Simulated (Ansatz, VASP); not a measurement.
**Two plane-wave programs on Zn**

```
Zn
1.0
     2.67000    0.00000    0.00000
    -1.33500    2.31229    0.00000
     0.00000    0.00000    4.96600
Zn
2
Cartesian
  1.3350 0.7708 3.7245
  0.0000 1.5415 1.2415
```

Alike in both runs: functional PBE-based screened hybrid; k mesh 6 × 6 × 3; occupations fermi-dirac, width 0.05 eV; no spin polarisation.

|  | VASP | Ansatz |
| --- | --- | --- |
| version | VASP 6.6.1 | Ansatz 0.2.0 |
| potentials or method | VASP PAW PBE potentials, release 64 (Zn) | Ansatz PAW |
| plane-wave cutoff (eV) | 520 | 420 |
| valence electrons in the cell | 24 | 24 |
| task | single point | band structure |

VASP gave:

```
gap on the k mesh at the Fermi level (eV)                     : none
pressure (GPa)                                                : 0.0
traceless stress, the component that is largest in VASP (GPa) : 4.87
```

Task: Which values does Ansatz return?

Result: gap on the k mesh at the Fermi level (eV): none; pressure (GPa): 0.0; traceless stress, the component that is largest in VASP (GPa): 4.93.

VASP's potentials were made for PBE, not for PBE-based screened hybrid. A gap of «none» marks a metal or a gap that the smearing closes. The functional is the same, so the differences come from potentials, cutoffs and numerics.

The k mesh is coarse, so the values compare programs but aren't converged.
